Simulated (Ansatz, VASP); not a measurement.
# InP in VASP and in Ansatz

```
In P
1.0
     0.00000    2.98000    2.98000
     2.98000    0.00000    2.98000
     2.98000    2.98000    0.00000
In P
1 1
Direct
  0.00000 0.00000 0.00000
  0.25000 0.25000 0.25000
```

Alike in both runs: task single point; functional PBE; k mesh 6 × 6 × 6; occupations fermi-dirac, width 0.02 eV; no spin polarisation.

|  | VASP | Ansatz |
| --- | --- | --- |
| version | VASP 6.6.1 | Ansatz 0.2.0 development build |
| potentials or method | VASP PAW PBE potentials, release 64 (In_d, P) | plane waves, PAW datasets (generated hard set |
| plane-wave cutoff (eV) | 520 | 700 |
| valence electrons in the cell | 18 | 26 |

```tsv
	VASP	Ansatz	Ansatz less VASP
gap on the k mesh at the Fermi level (eV)	0.44	0.44	+0.002
```

VASP's potentials hold 18 valence electrons a cell and Ansatz's 26, so a difference there can come from the potentials and not from the codes.
